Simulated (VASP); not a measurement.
# TiAl3 (Pmm2) in VASP: a series of runs, part 3 of 3

VASP 6.6.1. The steps go on from the part before.

## 6. Single point, PBE

The input, INCAR:

```
SYSTEM = TiAl3
  ALGO = Normal
  EDIFF = 1E-6
  ENCUT = 520
  GGA = PE
  ISIF = 2
  ISMEAR = -1
  LASPH = .True.
  LCHARG = .True.
  LELF = .True.
  LREAL = .False.
  LVHAR = .True.
  LWAVE = .False.
  NBANDS = 18
  NELM = 100
  PREC = Accurate
  SIGMA = 0.05
```

The input, KPOINTS:

```
k-points
0
Gamma
  9 6 6
  0 0 0
```

The input, POSCAR:

```
TiAl3
1.0
    2.8396770000      0.0000000000      0.0000000000
    0.0000000000      4.6812640000      0.0000000000
    0.0000000000      0.0000000000      4.9007420000
Ti Al
1 3
Direct
    0.0000000000      0.5000000000      0.1659160000
    0.0000000000      0.0000000000      0.8359000000
    0.5000000000      0.0000000000      0.3309120000
    0.5000000000      0.5000000000      0.6672710000
```

Potentials or basis: VASP PAW PBE potentials, release 64 (Ti_sv, Al).

Started as:

```console
$ cat potpaw_PBE.64/Ti_sv/POTCAR potpaw_PBE.64/Al/POTCAR > POTCAR
$ mpirun -np 1 vasp_std > vasp.out
```

OUTCAR:

```text
SYSTEM = TiAl3
   EDIFF = 1E-6
   ENCUT = 520
   GGA = PE
   ISIF = 2
   ISMEAR = -1
   LASPH = .True.
   LREAL = .False.
   NELM = 100
   PREC = Accurate

 ion  position               nearest neighbor table
   1  0.000  0.500  0.166-   4 2.83   4 2.83   4 2.84   4 2.84   2 2.85   2 2.85   3 2.85   3 2.85
                             3 2.85   3 2.85
   2  0.000  0.000  0.836-   3 2.81   3 2.81   1 2.85   1 2.85   3 2.85   3 2.85   4 2.86   4 2.86
                             4 2.86   4 2.86
   3  0.500  0.000  0.331-   2 2.81   2 2.81   2 2.85   2 2.85   1 2.85   1 2.85   1 2.85   1 2.85
                             4 2.86   4 2.86
   4  0.500  0.500  0.667-   1 2.83   1 2.83   1 2.84   1 2.84   2 2.86   2 2.86   2 2.86   2 2.86
                             3 2.86   3 2.86

  LATTYP: Found a simple orthorhombic cell.
 ALAT       =     2.8396770000
 B/A-ratio  =     1.6485198845
 C/A-ratio  =     1.7258096607

  Lattice vectors:

 A1 = (   2.8396770000,   0.0000000000,   0.0000000000)
 A2 = (   0.0000000000,   4.6812640000,   0.0000000000)
 A3 = (   0.0000000000,   0.0000000000,   4.9007420000)

Analysis of symmetry for initial positions (statically):
=====================================================================
 Subroutine PRICEL returns:
 Original cell was already a primitive cell.

 Routine SETGRP: Setting up the symmetry group for a
 simple orthorhombic supercell.

 Subroutine GETGRP returns: Found  4 space group operations
 (whereof  4 operations were pure point group operations)
 out of a pool of  8 trial point group operations.

The static configuration has the point symmetry C_2v.

Analysis of symmetry for dynamics (positions and initial velocities):
=====================================================================
 Subroutine PRICEL returns:
 Original cell was already a primitive cell.

 Routine SETGRP: Setting up the symmetry group for a
 simple orthorhombic supercell.

 Subroutine GETGRP returns: Found  4 space group operations
 (whereof  4 operations were pure point group operations)
 out of a pool of  8 trial point group operations.

The dynamic configuration has the point symmetry C_2v.

 Subroutine INISYM returns: Found  4 space group operations
 (whereof  4 operations are pure point group operations),
 and found     1 'primitive' translations

----------------------------------------------------------------------------------------

                                     Primitive cell

  volume of cell :      65.1469

  direct lattice vectors                    reciprocal lattice vectors
     2.839677000  0.000000000  0.000000000     0.352152727  0.000000000  0.000000000
     0.000000000  4.681264000  0.000000000     0.000000000  0.213617519  0.000000000
     0.000000000  0.000000000  4.900742000     0.000000000  0.000000000  0.204050734

  length of vectors
     2.839677000  4.681264000  4.900742000     0.352152727  0.213617519  0.204050734

  position of ions in fractional coordinates (direct lattice)
     0.000000000  0.500000000  0.165916000
     0.000000000  0.000000000  0.835900000
     0.500000000  0.000000000  0.330912000
     0.500000000  0.500000000  0.667271000

  ion indices of the primitive-cell ions
   primitive index   ion index
                 1           1
                 2           2
                 3           3
                 4           4

----------------------------------------------------------------------------------------

 KPOINTS: k-points

Automatic generation of k-mesh.
 Grid dimensions read from file:
 generate k-points for:    9    6    6

 Generating k-lattice:

  Cartesian coordinates                     Fractional coordinates (reciprocal lattice)
     0.039128081  0.000000000  0.000000000     0.111111111  0.000000000  0.000000000
     0.000000000  0.035602920  0.000000000     0.000000000  0.166666667  0.000000000
     0.000000000  0.000000000  0.034008456     0.000000000  0.000000000  0.166666667

  Length of vectors
     0.039128081  0.035602920  0.034008456

  Shift w.r.t. Gamma in fractional coordinates (k-lattice)
     0.000000000  0.000000000  0.000000000

 Subroutine IBZKPT returns following result:
 ===========================================

 Found     80 irreducible k-points:

 Following reciprocal coordinates:
            Coordinates               Weight
  0.000000  0.000000  0.000000      1.000000
  0.111111  0.000000  0.000000      2.000000
  0.222222  0.000000  0.000000      2.000000
  0.333333  0.000000  0.000000      2.000000
  0.444444  0.000000  0.000000      2.000000
  0.000000  0.166667  0.000000      2.000000
[... 16 lines left out ...]
  0.222222  0.000000  0.166667      4.000000
  0.333333  0.000000  0.166667      4.000000
 [... further k-points ...]
   k-points           NKPTS =     80   k-points in BZ     NKDIM =     80   number of bands    NBANDS=     18
   number of dos      NEDOS =    301   number of ions     NIONS =      4
   total plane-waves  NPLWV =  31104
   dimension x,y,z NGX =    24 NGY =   36 NGZ =   36
   dimension x,y,z NGXF=    48 NGYF=   72 NGZF=   72
   ions per type =               1   3
   NGX,Y,Z   is equivalent  to a cutoff of  14.05, 12.78, 12.21 a.u.
   NGXF,Y,Z  is equivalent  to a cutoff of  28.10, 25.57, 24.42 a.u.
 SYSTEM =  TiAl3
   PREC   = accura    normal or accurate (medium, high low for compatibility)
   ISTART =      0    job   : 0-new  1-cont  2-samecut
   ICHARG =      2    charge: 1-file 2-atom 10-const
   ISPIN  =      1    spin polarized calculation?
   LNONCOLLINEAR =      F non collinear calculations
   LSORBIT =      F    spin-orbit coupling
   LASPH  =      T    aspherical Exc in radial PAW
   ENCUT  =  520.0 eV  38.22 Ry    6.18 a.u.   5.28  8.70  9.11*2*pi/ulx,y,z
   NELM   =    100;   NELMIN=  2; NELMDL= -5     # of ELM steps
   EDIFF  = 0.1E-05   stopping-criterion for ELM
   LREAL  =      F    real-space projection
   EDIFFG = 0.1E-04   stopping-criterion for IOM
   NSW    =      0    number of steps for IOM
   IBRION =     -1    ionic relax: 0-MD 1-quasi-New 2-CG
   NFREE  =      0    steps in history (QN), initial steepest desc. (CG)
   ISIF   =      2    stress and relaxation
   ISYM   =      2    0-nonsym 1-usesym 2-fastsym
   POTIM  = 0.5000    time-step for ionic-motion
   TEBEG  =    0.0;   TEEND  =   0.0 temperature during run
   PSTRESS=    0.0 pullay stress
   NELECT =      21.0000    total number of electrons
   NUPDOWN=      -1.0000    fix difference up-down
   EMIN   =  10.00;   EMAX   =-10.00  energy-range for DOS
   EFERMI =   0.00;   METHOD = LEGACY
   ISMEAR =    -1;   SIGMA  =   0.05  broadening in eV -4-tet -1-fermi 0-gaus
   EFERMI_NEDOS =   21; number of points for ismear=-14 and -15
   IALGO  =     38    algorithm
   IMIX   =      4    mixing-type and parameters
     AMIX     =   0.40;   BMIX     =  1.00
     AMIX_MAG =   1.60;   BMIX_MAG =  1.00
  volume/ion in A,a.u.               =      16.29       109.91
  Fermi-wavevector in a.u.,A,eV,Ry     =   1.122492  2.121202 17.143184  1.259988
  Thomas-Fermi vector in A             =   2.259152
   LORBIT       =      0    0 simple, 1 ext, 2 COOP (PROOUT), +10 PAW based schemes
   GGA     = PE    functional components
   LHFCALC =     F    Hartree Fock is set to
   AEXX    =    0.0000 exact exchange contribution
   IVDW    =     0    specifies the selected vdW correction
   LEPSILON=     F    determine dielectric tensor
   LRPA    =     F    only Hartree local field effects (RPA)
 non-spin polarized calculation
  energy-cutoff  :      520.00
  volume of cell :       65.15
 maximum number of plane-waves:      1772
 NGX is ok and might be reduce to    24
   NGX = 11   NGY = 17   NGZ = 19

 number of electron      21.0000004 magnetization

 Free energy of the ion-electron system (eV)
  ---------------------------------------------------
  ext. energy  EPLUGINS =         0.00000000
  ---------------------------------------------------
  free energy    TOTEN  =       -20.04032427 eV

  energy without entropy =      -20.01841563  energy(sigma->0) =      -20.02936995

 E-fermi :   8.0589     XC(G=0): -10.6316

 val. band max:        8.0538712440   @ k =   0.2222   0.5000   0.3333
 cond. band min:       8.0618857828   @ k =   0.2222   0.3333   0.3333
 fundamental gap:      0.0080145387
 Fermi energy:         8.0588958802

 k-point     1 :       0.0000    0.0000    0.0000
  band No.  band energies     occupation
      1     -48.4535      2.00000
      2     -24.7810      2.00000
      3     -24.7765      2.00000
      4     -24.4131      2.00000
      5      -2.0717      2.00000
      6       2.9874      2.00000
[... 481 lines left out ...]
      5       0.1201      2.00000
      6       3.8611      2.00000
[... 10 lines left out ...]
     17      11.9738      0.00000
     18      12.9818      0.00000

 [... further k-points ...]
[... 5 lines left out ...]
  --------------------------------------------------------------------------------------
  -------------------------------------------------------------------------------------
  Total       -0.8409560      0.4437294      0.3438439      0.0000000      0.0000000      0.0000000
  in kB      -20.6818769     10.9127671      8.4562524      0.0000000      0.0000000      0.0000000
  external PRESSURE =      -0.4376191 kB  Pullay stress =       0.0000000 kB

 VOLUME and BASIS-vectors are now :
 -----------------------------------------------------------------------------
  energy-cutoff  :      520.00
  volume of cell :       65.15
      direct lattice vectors                 reciprocal lattice vectors
     2.839677000  0.000000000  0.000000000     0.352152727  0.000000000  0.000000000
     0.000000000  4.681264000  0.000000000     0.000000000  0.213617519  0.000000000
     0.000000000  0.000000000  4.900742000     0.000000000  0.000000000  0.204050734

 POSITION                                       TOTAL-FORCE (eV/Angst)
 -----------------------------------------------------------------------------------
      0.00000      2.34063      0.81311         0.000000      0.000000     -0.038620
      0.00000      0.00000      4.09653         0.000000      0.000000      0.014182
      1.41984      0.00000      1.62171         0.000000      0.000000      0.040305
      1.41984      2.34063      3.27012         0.000000      0.000000     -0.015867
 -----------------------------------------------------------------------------------
    total drift:                               -0.000000      0.000000      0.000172

  FREE ENERGIE OF THE ION-ELECTRON SYSTEM (eV)
  ---------------------------------------------------
  free  energy   TOTEN  =       -20.0403242724 eV

  energy  without entropy=      -20.0184156344  energy(sigma->0) =      -20.02936995
```

OSZICAR:

```text
N       E                     dE             d eps       ncg     rms          rms(c)
DAV:   1     0.132441845471E+03    0.13244E+03   -0.94912E+03  2880   0.108E+03
DAV:   2    -0.849701257349E+01   -0.14094E+03   -0.13765E+03  2974   0.294E+02
DAV:   3    -0.210381114391E+02   -0.12541E+02   -0.12333E+02  5044   0.730E+01
DAV:   4    -0.218183184101E+02   -0.78021E+00   -0.77744E+00  3722   0.151E+01
DAV:   5    -0.218510549310E+02   -0.32737E-01   -0.32729E-01  4254   0.308E+00    0.101E+01
DAV:   6    -0.214678161863E+02    0.38324E+00   -0.27666E+01  3878   0.337E+01    0.847E+00
DAV:   7    -0.201304750977E+02    0.13373E+01   -0.11666E+01  3818   0.215E+01    0.295E+00
DAV:   8    -0.200597767188E+02    0.70698E-01   -0.86959E-01  3500   0.753E+00    0.124E+00
DAV:   9    -0.200403411460E+02    0.19436E-01   -0.13636E-01  3516   0.299E+00    0.348E-01
DAV:  10    -0.200404217110E+02   -0.80565E-04   -0.58855E-03  3714   0.604E-01    0.120E-01
DAV:  11    -0.200403109523E+02    0.11076E-03   -0.10228E-03  3534   0.259E-01    0.792E-02
DAV:  12    -0.200403246059E+02   -0.13654E-04   -0.10934E-04  3596   0.923E-02    0.106E-02
DAV:  13    -0.200403242724E+02    0.33347E-06   -0.78539E-06  3874   0.246E-02
   1 F= -.20040324E+02 E0= -.20029370E+02  d E =-.219086E-01
```

It took 95 s on 1 thread of Intel Xeon 8259CL, shared host; peak memory 0.24 GiB.

What came out:

* Free energy: -20.0403 eV
* Pressure: 0.0 GPa
* Largest force: 0.040 eV/Å
* Band gap on the k mesh: zero (an odd number of electrons rules out a gap without spin polarisation)

Forces in eV/Å, atoms in the order of the input:
```
Ti   0.000  0.000 -0.039
Al   0.000  0.000  0.014
Al   0.000  0.000  0.040
Al   0.000  0.000 -0.016
```

## 7. The runs side by side

| task | level | cell | cutoff (eV) | gap on the mesh (eV) | pressure (GPa) | largest force (eV/Å) |
| --- | --- | --- | --- | --- | --- | --- |
| relaxation of cell and atoms | PBEsol | relaxed to 30 GPa from a = 2.840, b = 4.681, c = 4.901 Å, 4 atoms | 600 | none | 30.0 | 0.01 |
| single point | PBE | a = 2.782, b = 4.586, c = 4.801 Å, 4 atoms | 520 | none | 6.9 | 0.07 |
| single point | PBE | a = 2.801, b = 4.618, c = 4.835 Å, 4 atoms | 520 | none | 4.3 | 0.06 |
| single point | PBE | a = 2.821, b = 4.650, c = 4.868 Å, 4 atoms | 520 | none | 2.0 | 0.05 |
| single point | PBE | a = 2.840, b = 4.681, c = 4.901 Å, 4 atoms | 520 | none | 0.0 | 0.04 |

Alike in all rows: potentials or basis VASP PAW PBE potentials, release 64 (Ti_sv, Al); no spin polarisation; k mesh 9 × 6 × 6; smearing fermi-dirac 0.05 eV.

Caveats: the cell stands under pressure (at least some runs); the cell is relaxed towards a set pressure, so the run minimises the enthalpy, not the energy (at least some runs); the PAW data sets were made with another functional, which shifts forces and pressure a little (at least some runs).

Total energies depend on the potentials used, so only differences within one code and one set of settings carry meaning.
